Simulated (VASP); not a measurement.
# Ti4HN4 in VASP: a series of runs

Ti4HN4 is run at these levels: PBEsol; tasks: relaxation of the atoms.

Everything below comes from runs of VASP 6.6.1. Logs are shortened: lines on timing, memory, paths and dates and some standing lists are left out, and cuts for length are marked.

## (1) The cell of the first run

The cell holds a slab with vacuum, 9 atoms: a = 2.973 Å, b = 2.973 Å, c = 27.495 Å, α = 90.00°, β = 90.00°, γ = 120.00°.

## (2) Relaxation of the atoms, PBEsol

INCAR

```
  PREC = Accurate
  ENCUT = 520
  EDIFF = 1E-7
  ISMEAR = 0
  SIGMA = 0.1
  LREAL = F
  LASPH = T
  NELM = 80
  ALGO = Normal
  ISIF = 2
  LWAVE = F
  LCHARG = F
  LDIPOL = T
  IDIPOL = 3
  DIPOL = 0.5 0.5 0.483
  GGA = PS
  IBRION = 2
  NSW = 90
  EDIFFG = -0.03
```

KPOINTS

```
regular mesh
0
Gamma
  12 12 1
```

POSCAR

```
Ti4HN4
1.0
    2.9726300472      0.0000000000      0.0000000000
   -1.4863150236      2.5743731369      0.0000000000
    0.0000000000      0.0000000000     27.4949979446
N Ti H
4 4 1
Selective dynamics
Direct
    0.3333333333      0.6666666667      0.3091471408  F F F
    0.0000000000      0.0000000000      0.3974229164  F F F
    0.6666666667      0.3333333333      0.4854147359  T T T
    0.3333333333      0.6666666667      0.5753533913  T T T
    0.6666666667      0.3333333333      0.3532850285  F F F
    0.3333333333      0.6666666667      0.4415608042  F F F
    0.0000000000      0.0000000000      0.5302006077  T T T
    0.6666666667      0.3333333333      0.6138598945  T T T
    0.0000000000      0.0000000000      0.6444109061  T T T
```

Potentials or basis: VASP PAW PBE potentials, release 64 (N, Ti_sv, H).

Command:

```
cat potpaw_PBE.64/N/POTCAR potpaw_PBE.64/Ti_sv/POTCAR potpaw_PBE.64/H/POTCAR > POTCAR
mpirun -np 1 vasp_std > vasp.out
```

OUTCAR:

```text
PREC = Accurate
   ENCUT = 520
   EDIFF = 1E-7
   ISMEAR = 0
   LREAL = F
   LASPH = T
   NELM = 80
   ISIF = 2
   GGA = PS
   IBRION = 2
   NSW = 90
   EDIFFG = -0.03

 ion  position               nearest neighbor table
   1  0.333  0.667  0.309-   5 2.10   5 2.10   5 2.10
   2  0.000  0.000  0.397-   6 2.10   6 2.10   6 2.10   5 2.10   5 2.10   5 2.10
   3  0.667  0.333  0.485-   6 2.10   6 2.10   6 2.10   7 2.11   7 2.11   7 2.11
   4  0.333  0.667  0.575-   8 2.02   8 2.02   8 2.02   7 2.12   7 2.12   7 2.12
   5  0.667  0.333  0.353-   1 2.10   1 2.10   1 2.10   2 2.10   2 2.10   2 2.10
   6  0.333  0.667  0.442-   3 2.10   3 2.10   3 2.10   2 2.10   2 2.10   2 2.10
   7  0.000  0.000  0.530-   3 2.11   3 2.11   3 2.11   4 2.12   4 2.12   4 2.12   8 2.87   8 2.87
                             8 2.87
   8  0.667  0.333  0.614-   4 2.02   4 2.02   4 2.02   7 2.87   7 2.87   7 2.87
   9  0.000  0.000  0.644-

  LATTYP: Found a hexagonal cell.
 ALAT       =     2.9726300472
 C/A-ratio  =     9.2493843862

  Lattice vectors:

 A1 = (   2.9726300472,   0.0000000000,   0.0000000000)
 A2 = (  -1.4863150236,   2.5743731369,   0.0000000000)
 A3 = (   0.0000000000,   0.0000000000,  27.4949979446)

Analysis of symmetry for initial positions (statically):
=====================================================================
 Subroutine PRICEL returns:
 Original cell was already a primitive cell.

 Routine SETGRP: Setting up the symmetry group for a
 hexagonal supercell.

 Subroutine GETGRP returns: Found  6 space group operations
 (whereof  6 operations were pure point group operations)
 out of a pool of 24 trial point group operations.

The static configuration has the point symmetry C_3v.

Analysis of symmetry for dynamics (positions and initial velocities):
=====================================================================
 Subroutine PRICEL returns:
 Original cell was already a primitive cell.

 Routine SETGRP: Setting up the symmetry group for a
 hexagonal supercell.

 Subroutine GETGRP returns: Found  6 space group operations
 (whereof  6 operations were pure point group operations)
 out of a pool of 24 trial point group operations.

The dynamic configuration has the point symmetry C_3v.

Analysis of constrained symmetry for selective dynamics:
=====================================================================
 Subroutine PRICEL returns:
 Original cell was already a primitive cell.

 Routine SETGRP: Setting up the symmetry group for a
 hexagonal supercell.

 Subroutine GETGRP returns: Found  6 space group operations
 (whereof  6 operations were pure point group operations)
 out of a pool of 24 trial point group operations.

The constrained configuration has the point symmetry C_3v.

 Subroutine INISYM returns: Found  6 space group operations
 (whereof  6 operations are pure point group operations),
 and found     1 'primitive' translations

----------------------------------------------------------------------------------------

                                     Primitive cell

  volume of cell :     210.4098

  direct lattice vectors                    reciprocal lattice vectors
     2.972630047  0.000000000  0.000000000     0.336402440  0.194222039  0.000000000
    -1.486315024  2.574373137  0.000000000     0.000000000  0.388444078  0.000000000
     0.000000000  0.000000000 27.494997945     0.000000000  0.000000000  0.036370252

  length of vectors
     2.972630047  2.972630047 27.494997945     0.388444078  0.388444078  0.036370252

  position of ions in fractional coordinates (direct lattice)
     0.333333333  0.666666667  0.309147141
     0.000000000  0.000000000  0.397422916
     0.666666667  0.333333333  0.485414736
     0.333333333  0.666666667  0.575353391
     0.666666667  0.333333333  0.353285028
     0.333333333  0.666666667  0.441560804
     0.000000000  0.000000000  0.530200608
     0.666666667  0.333333333  0.613859895
     0.000000000  0.000000000  0.644410906

  ion indices of the primitive-cell ions
   primitive index   ion index
                 1           1
                 2           2
                 3           3
                 4           4
                 5           5
                 6           6
                 7           7
                 8           8
                 9           9

----------------------------------------------------------------------------------------

 KPOINTS: regular mesh

Automatic generation of k-mesh.
 Grid dimensions read from file:
 generate k-points for:   12   12    1

 Generating k-lattice:

  Cartesian coordinates                     Fractional coordinates (reciprocal lattice)
     0.028033537  0.016185170  0.000000000     0.083333333  0.000000000  0.000000000
     0.000000000  0.032370340  0.000000000     0.000000000  0.083333333  0.000000000
     0.000000000  0.000000000  0.036370252     0.000000000  0.000000000  1.000000000

  Length of vectors
     0.032370340  0.032370340  0.036370252

  Shift w.r.t. Gamma in fractional coordinates (k-lattice)
     0.000000000  0.000000000  0.000000000

 Subroutine IBZKPT returns following result:
 ===========================================

 Found     19 irreducible k-points:

 Following reciprocal coordinates:
            Coordinates               Weight
  0.000000  0.000000  0.000000      1.000000
  0.083333  0.000000  0.000000      6.000000
  0.166667  0.000000  0.000000      6.000000
  0.250000  0.000000  0.000000      6.000000
  0.333333  0.000000  0.000000      6.000000
  0.416667  0.000000  0.000000      6.000000
[... 11 lines left out ...]
  0.333333  0.250000  0.000000     12.000000
  0.333333  0.333333  0.000000      2.000000
   k-points           NKPTS =     19   k-points in BZ     NKDIM =     19   number of bands    NBANDS=     41
   number of dos      NEDOS =    301   number of ions     NIONS =      9
   total plane-waves  NPLWV = 120960
   dimension x,y,z NGX =    24 NGY =   24 NGZ =  210
   dimension x,y,z NGXF=    48 NGYF=   48 NGZF=  420
   ions per type =               4   4   1
   NGX,Y,Z   is equivalent  to a cutoff of  13.42, 13.42, 12.70 a.u.
   NGXF,Y,Z  is equivalent  to a cutoff of  26.84, 26.84, 25.39 a.u.
 SYSTEM =  unknown system
   PREC   = accura    normal or accurate (medium, high low for compatibility)
   ISTART =      0    job   : 0-new  1-cont  2-samecut
   ICHARG =      2    charge: 1-file 2-atom 10-const
   ISPIN  =      1    spin polarized calculation?
   LNONCOLLINEAR =      F non collinear calculations
   LSORBIT =      F    spin-orbit coupling
   LASPH  =      T    aspherical Exc in radial PAW
   ENCUT  =  520.0 eV  38.22 Ry    6.18 a.u.   5.53  5.53 51.12*2*pi/ulx,y,z
   NELM   =     80;   NELMIN=  2; NELMDL= -5     # of ELM steps
   EDIFF  = 0.1E-06   stopping-criterion for ELM
   LREAL  =      F    real-space projection
   EDIFFG = -.3E-01   stopping-criterion for IOM
   NSW    =     90    number of steps for IOM
   IBRION =      2    ionic relax: 0-MD 1-quasi-New 2-CG
   NFREE  =      1    steps in history (QN), initial steepest desc. (CG)
   ISIF   =      2    stress and relaxation
   ISYM   =      2    0-nonsym 1-usesym 2-fastsym
   POTIM  = 0.5000    time-step for ionic-motion
   TEBEG  =    0.0;   TEEND  =   0.0 temperature during run
   PSTRESS=    0.0 pullay stress
   NELECT =      69.0000    total number of electrons
   NUPDOWN=      -1.0000    fix difference up-down
   EMIN   =  10.00;   EMAX   =-10.00  energy-range for DOS
   EFERMI =   0.00;   METHOD = LEGACY
   ISMEAR =     0;   SIGMA  =   0.10  broadening in eV -4-tet -1-fermi 0-gaus
   EFERMI_NEDOS =   21; number of points for ismear=-14 and -15
   IALGO  =     38    algorithm
   IMIX   =      4    mixing-type and parameters
     AMIX     =   0.40;   BMIX     =  1.00
     AMIX_MAG =   1.60;   BMIX_MAG =  1.00
  volume/ion in A,a.u.               =      23.38       157.77
  Fermi-wavevector in a.u.,A,eV,Ry     =   1.128936  2.133379 17.340566  1.274496
  Thomas-Fermi vector in A             =   2.265627
   LORBIT       =      0    0 simple, 1 ext, 2 COOP (PROOUT), +10 PAW based schemes
   GGA     = PS    functional components
   LHFCALC =     F    Hartree Fock is set to
   AEXX    =    0.0000 exact exchange contribution
   IVDW    =     0    specifies the selected vdW correction
   LEPSILON=     F    determine dielectric tensor
   LRPA    =     F    only Hartree local field effects (RPA)
 conjugate gradient relaxation of ions
 non-spin polarized calculation
 Gauss-broadening in eV      SIGMA  =   0.10
  energy-cutoff  :      520.00
  volume of cell :      210.41
 maximum number of plane-waves:      5757
 NGX is ok and might be reduce to    24
   NGX = 11   NGY = 11   NGZ =103

 dipolmoment           0.000000      0.000000      0.264683 electrons x Angstroem

--------------------------------------- Ionic step        1  -------------------------------------------

 number of electron      69.0000014 magnetization

 Free energy of the ion-electron system (eV)
  ---------------------------------------------------
  ext. energy  EPLUGINS =         0.00000000
  ---------------------------------------------------
  free energy    TOTEN  =       -82.68809281 eV

  energy without entropy =      -82.65855927  energy(sigma->0) =      -82.67332604

------------------------ aborting loop because EDIFF is reached ----------------------------------------

  FORCE on cell =-STRESS in cart. coord.  units (eV):
  Direction    XX          YY          ZZ          XY          YZ          ZX
  --------------------------------------------------------------------------------------
  -------------------------------------------------------------------------------------
  Total       -0.5855284     -0.5855284     -2.0725146     -0.0000000      0.0000000     -0.0000000
  in kB       -4.4585384     -4.4585384    -15.7812769     -0.0000000      0.0000000     -0.0000000
  external PRESSURE =      -8.2327845 kB  Pullay stress =       0.0000000 kB
[... 110 lines left out ...]
  FREE ENERGIE OF THE ION-ELECTRON SYSTEM (eV)
  ---------------------------------------------------
  free  energy   TOTEN  =       -82.7313015438 eV

  energy  without entropy=      -82.7019401475  energy(sigma->0) =      -82.71662085

[... ionic steps 4 to 9 ...]

--------------------------------------- Ionic step       10  -------------------------------------------

 number of electron      69.0000015 magnetization

------------------------ aborting loop because EDIFF is reached ----------------------------------------

  FORCE on cell =-STRESS in cart. coord.  units (eV):
  Direction    XX          YY          ZZ          XY          YZ          ZX
  --------------------------------------------------------------------------------------
  -------------------------------------------------------------------------------------
  Total       -1.7181170     -1.7181170     -3.2967662      0.0000000     -0.0000000      0.0000000
  in kB      -13.0826963    -13.0826963    -25.1034077      0.0000000     -0.0000000      0.0000000
  external PRESSURE =     -17.0896001 kB  Pullay stress =       0.0000000 kB
[... 71 lines left out ...]
  energy  without entropy=      -82.7348143567  energy(sigma->0) =      -82.74982664

--------------------------------------- Ionic step       12  -------------------------------------------

 number of electron      69.0000015 magnetization

 dipolmoment           0.000000      0.000000     -0.159228 electrons x Angstroem

 Free energy of the ion-electron system (eV)
  ---------------------------------------------------
  ext. energy  EPLUGINS =         0.00000000
  ---------------------------------------------------
  free energy    TOTEN  =       -82.76506788 eV

  energy without entropy =      -82.73505474  energy(sigma->0) =      -82.75006131

 E-fermi :   0.0866     XC(G=0):  -5.5739

 val. band max:        0.0712225124   @ k =   0.4167   0.0833   0.0000
 cond. band min:       0.0902953376   @ k =   0.1667   0.0000   0.0000
 fundamental gap:      0.0190728252
 Fermi energy:         0.0866274095

 k-point     1 :       0.0000    0.0000    0.0000
  band No.  band energies     occupation
      1     -57.4337      2.00000
      2     -57.3580      2.00000
      3     -57.0510      2.00000
      4     -56.2124      2.00000
      5     -34.0983      2.00000
      6     -33.8059      2.00000
[... 825 lines left out ...]
     40       2.0248      0.00000
     41       2.2903      0.00000

------------------------ aborting loop because EDIFF is reached ----------------------------------------

 vacuum level on the upper side and lower side of the slab       (xc-potential included)        -1.854         1.839

  FORCE on cell =-STRESS in cart. coord.  units (eV):
  Direction    XX          YY          ZZ          XY          YZ          ZX
  --------------------------------------------------------------------------------------
  -------------------------------------------------------------------------------------
  Total       -1.8542158     -1.8542158     -3.7324259      0.0000000      0.0000000      0.0000000
  in kB      -14.1190282    -14.1190282    -28.4207628      0.0000000      0.0000000      0.0000000
  external PRESSURE =     -18.8862730 kB  Pullay stress =       0.0000000 kB

 VOLUME and BASIS-vectors are now :
 -----------------------------------------------------------------------------
  energy-cutoff  :      520.00
  volume of cell :      210.41
      direct lattice vectors                 reciprocal lattice vectors
     2.972630047  0.000000000  0.000000000     0.336402440  0.194222039  0.000000000
    -1.486315024  2.574373137  0.000000000     0.000000000  0.388444078  0.000000000
     0.000000000  0.000000000 27.494997945     0.000000000  0.000000000  0.036370252
[... 15 lines left out ...]
  FREE ENERGIE OF THE ION-ELECTRON SYSTEM (eV)
  ---------------------------------------------------
  free  energy   TOTEN  =       -82.7650678842 eV

  energy  without entropy=      -82.7350547409  energy(sigma->0) =      -82.75006131

 reached required accuracy - stopping structural energy minimisation

 vacuum level on the upper side and lower side of the slab         4.395         8.160
```

Run time: 20 min. Hardware: 1 thread of Intel Xeon 6975P-C (Granite Rapids), shared host; peak memory 0.44 GiB.

Results:

- Free energy: -82.7651 eV
- Energy gained by relaxing: 8.6 meV/atom
- Ionic steps: 12
- Band gap on the k mesh: zero (an odd number of electrons rules out a gap without spin polarisation)

Step by step:
```tsv
step	energy change (eV)	largest force on free atoms (eV/Å)	pressure (GPa)
1	0.0000	0.8801	-0.82
2	-0.0397	0.4947	-1.03
3	-0.0432	0.4336	-1.09
4	-0.0577	0.2822	-1.10
5	-0.0631	0.2608	-1.11
6	-0.0683	0.1473	-1.21
7	-0.0686	0.1469	-1.24
8	-0.0709	0.1085	-1.37
9	-0.0730	0.1913	-1.66
10	-0.0746	0.1478	-1.71
11	-0.0767	0.0468	-1.83
12	-0.0770	0.0102	-1.89
```

Final structure:
```cif
data_structure
_symmetry_space_group_name_H-M 'P 1'
_symmetry_Int_Tables_number 1
_cell_length_a 2.9726
_cell_length_b 2.9726
_cell_length_c 27.4950
_cell_angle_alpha 90.000
_cell_angle_beta 90.000
_cell_angle_gamma 120.000
_cell_volume 210.41
loop_
_atom_site_label
_atom_site_type_symbol
_atom_site_fract_x
_atom_site_fract_y
_atom_site_fract_z
_atom_site_occupancy
N1 N 0.33333 0.66667 0.30915 1
N2 N 0.00000 0.00000 0.39742 1
N3 N 0.66667 0.33333 0.48624 1
N4 N 0.33333 0.66667 0.57503 1
Ti1 Ti 0.66667 0.33333 0.35329 1
Ti2 Ti 0.33333 0.66667 0.44156 1
Ti3 Ti 0.00000 0.00000 0.53107 1
Ti4 Ti 0.66667 0.33333 0.61581 1
H1 H 0.00000 0.00000 0.65179 1
```

Caveat: the PAW data sets were made with another functional, which shifts forces and pressure a little.

## (3) Relaxation of the atoms, PBEsol

INCAR

```
ALGO = Fast
DIPOL = 0.5 0.5 0.488
EDIFF = 1E-7
EDIFFG = -0.03
ENCUT = 520
GGA = PS
IBRION = 2
IDIPOL = 3
ISIF = 2
ISMEAR = 0
LASPH = True
LCHARG = False
LDIPOL = True
LREAL = False
LWAVE = False
NELM = 60
NSW = 90
PREC = Accurate
SIGMA = 0.1
```

KPOINTS

```
k-points
0
Gamma
  12 12 1
```

Edit POSCAR of step 2 so:

```diff
@@ -17,2 +17,2 @@
     0.6666666667      0.3333333333      0.6138598945  T T T
-    0.0000000000      0.0000000000      0.6444109061  T T T
+    0.6666666667      0.3333333333      0.6836907781  T T T
```

Potentials or basis: VASP PAW PBE potentials, release 64 (N, Ti_sv, H).

Command:

```
cat potpaw_PBE.64/N/POTCAR potpaw_PBE.64/Ti_sv/POTCAR potpaw_PBE.64/H/POTCAR > POTCAR
mpirun -np 1 vasp_std > vasp.out
```

It took 1.9 h on 1 thread of Oxide Virtual Turin-like, shared host; peak memory 0.42 GiB.

It converged, with:

```yaml
Free_energy: -81.0701 eV
Energy_gained_by_relaxing: 16.2 meV/atom
Ionic_steps: 15
Band_gap_on_the_k_mesh: zero (an odd number of electrons rules out a gap without spin polarisation)
```

Step by step:
```csv
step,energy change (eV),largest force on free atoms (eV/Å),pressure (GPa)
1,0.0000,1.2991,-1.25
2,-0.1027,0.5747,-1.53
3,-0.1047,0.4512,-1.54
4,-0.1299,0.3402,-1.35
5,-0.1350,0.3176,-1.19
6,-0.1393,0.1229,-1.01
7,-0.1394,0.1232,-1.04
8,-0.1407,0.0827,-0.99
9,-0.1408,0.1220,-0.97
10,-0.1420,0.1031,-0.90
11,-0.1446,0.0902,-0.71
12,-0.1453,0.1068,-0.30
13,-0.1458,0.0909,-0.47
14,-0.1455,0.1657,-0.37
15,-0.1461,0.0254,-0.43
```

Final structure:
```
N Ti H
1.0
     2.97263    0.00000    0.00000
    -1.48632    2.57437    0.00000
     0.00000    0.00000   27.49500
N Ti H
4 4 1
Direct
  0.33333 0.66667 0.30915
  0.00000 0.00000 0.39742
  0.66667 0.33333 0.48520
  0.33333 0.66667 0.57613
  0.66667 0.33333 0.35329
  0.33333 0.66667 0.44156
  0.00000 0.00000 0.52911
  0.66667 0.33333 0.61367
  0.66667 0.33333 0.67657
```

Levels at points of the mesh, in eV from the Fermi level:
| k point | band 32 | band 33 | band 34 | band 35 | band 36 | band 37 |
| --- | --- | --- | --- | --- | --- | --- |
| (0.00, 0.00, 0.00) | -0.49 | -0.49 | -0.01 | -0.01 | 0.07 | 0.67 |
| (0.50, 0.00, 0.00) | -1.26 | -0.81 | -0.43 | 0.09 | 0.41 | 1.48 |

Caveat: the PAW data sets were made with another functional, which shifts forces and pressure a little.

The gap in the log of VASP goes by the Fermi energy; the results here count the filled bands.